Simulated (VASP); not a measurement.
SmPb2: relaxation of cell and atoms with PBE

Crystal: SmPb2.

```
CELL_PARAMETERS angstrom
6.23318 0.00000 0.00000
0.00000 6.23318 0.00000
0.00000 0.00000 3.38926
ATOMIC_POSITIONS crystal
Sm 0.00000 0.00000 0.00000
Pb 0.50000 0.00000 0.00000
Pb 0.00000 0.50000 0.00000
```

The cell was generated, and may not be a known phase.

```yaml
Program: VASP 6.6.1
Task: relaxation of cell and atoms
Functional: PBE
Potentials_or_basis: VASP PAW PBE potentials, release 64 (Sm_3, Pb_d), 4f in core
Cutoff: 500 eV
k_mesh: 8 × 8 × 14
Occupations: gaussian, width 0.1 eV
Spin: no spin polarisation
Dipole_correction: no
Further_INCAR_settings: ALGO = Normal; EDIFF = 1e-07; IBRION = 2; EDIFFG = -0.01; NSW = 100; ISIF = 3
```

The relaxed volume is 43.77 Å³/atom and the relaxed cell is a = 6.277 Å, b = 6.277 Å, c = 3.333 Å, α = 90.00°, β = 90.00°, γ = 90.00°. The space group after relaxing (to 0.1 Å) is P4/mmm (No. 123), the energy gained by relaxing is 2.6 meV/atom and the ionic steps are 5. The pressure after relaxing is 0.0 GPa. The band gap on the k mesh is zero (an odd number of electrons rules out a gap without spin polarisation).

Step by step:
```
step  energy change (eV)  largest force (eV/Å)  pressure (GPa)  volume (Å³)
   1              0.0000                0.0000            0.03       131.68
   2             -0.0073                0.0000           -0.07       131.80
   3             -0.0078                0.0000           -0.09       131.84
   4             -0.0078                0.0000           -0.09       131.84
   5             -0.0079                0.0000            0.00       131.32
```

Final structure:
```xyz
3
Lattice="6.2768 0.0000 0.0000 0.0000 6.2768 0.0000 0.0000 0.0000 3.3331" Properties=species:S:1:pos:R:3 pbc="T T T"
Sm    0.0000    0.0000    0.0000
Pb    3.1384    0.0000    0.0000
Pb    0.0000    3.1384    0.0000
```

Levels at points of the mesh, in eV from the Fermi level:
```tsv
k point	band 16	band 17	band 18	band 19	band 20	band 21	band 22	band 23
(0.00, 0.00, 0.00)	-8.70	-1.34	-1.34	-0.91	0.98	0.98	1.09	3.24
(0.50, 0.00, 0.00)	-8.73	-2.49	-1.00	-0.64	-0.58	-0.56	3.12	3.28
(0.50, 0.50, 0.00)	-8.71	-3.29	-2.27	-1.43	-0.48	1.74	2.93	3.72
(0.00, 0.00, 0.50)	-6.77	-2.37	-1.37	0.06	0.06	0.90	0.90	2.26
(0.50, 0.00, 0.50)	-6.73	-2.47	-1.91	-0.69	0.09	0.77	1.62	1.66
(0.50, 0.50, 0.50)	-6.71	-2.43	-2.43	-1.21	-0.30	-0.20	1.81	1.81
```

It took 11 min on 1 thread of AMD EPYC 9R45 96-Core Processor (Zen 5) (shared host), peak memory 0.46 GiB.

Caveat: spin-orbit coupling is left out, which moves the levels of the heavy elements; the 4f electrons are frozen in the core, so they carry no moment and show no levels. Spin polarisation is off, so any magnetic state and its effect on volume and gap are missing.
